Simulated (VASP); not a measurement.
Set up this calculation in VASP 6.6.1, as the native input.

```
Task                   : single point
Functional             : BLYP
Potentials or basis    : VASP PAW PBE potentials, release 64 (K_sv)
Cutoff                 : 520 eV
k mesh                 : 4 × 4 × 4
Occupations            : fermi-dirac, width 0.1 eV
Spin                   : no spin polarisation
Dipole correction      : no
Further INCAR settings : ALGO = Normal; EDIFF = 1e-07; NBANDS = 46
```

The structure of K lies in POSCAR:

```
K
1.0
    8.5045683304      0.0000000000      0.0000000000
    0.0000000000      8.5045683304      0.0000000000
    0.0000000000      0.0000000000      8.5045683304
K
8
Direct
    1.0000000000      1.0000000000      1.0000000000
    0.5000000000      0.5000000000      0.5000000000
    0.2500000000      1.0000000000      0.5000000000
    0.7500000000      0.0000000000      0.5000000000
    0.5000000000      0.2500000000      1.0000000000
    0.5000000000      0.7500000000      0.0000000000
    1.0000000000      0.5000000000      0.2500000000
    1.0000000000      0.5000000000      0.7500000000
```

These files were run (other wordings do the same):

INCAR

```
PREC = Accurate
ENCUT = 520
EDIFF = 1E-7
ISMEAR = -1
SIGMA = 0.1
LREAL = False
LASPH = True
NELM = 60
ALGO = Normal
ISIF = 2
LWAVE = False
LCHARG = True
GGA = B5
ALDAX = 1.0
AGGAX = 1.0
AGGAC = 1.0
ALDAC = 0.0
LELF = True
LVHAR = True
NBANDS = 46
```

KPOINTS

```
regular mesh
0
Gamma
  4 4 4
```

Potentials or basis: VASP PAW PBE potentials, release 64 (K_sv).

Run with:

```bash
$ cat potpaw_PBE.64/K_sv/POTCAR > POTCAR
$ mpirun -np 1 vasp_std > vasp.out
```

Results of the run:

| Quantity | Value |
| --- | --- |
| Pressure | 0.0 GPa |
| Band gap on the k mesh | zero (bands 36 and 37 overlap by 0.80 eV) |

Caveat: the PAW data sets were made with another functional, which shifts forces and pressure a little.

Run time: 6.5 min on 1 thread of Intel(R) Xeon(R) Platinum 8259CL CPU @ 2.50GHz (Skylake/Cascade Lake) (shared host), peak memory 0.62 GiB.
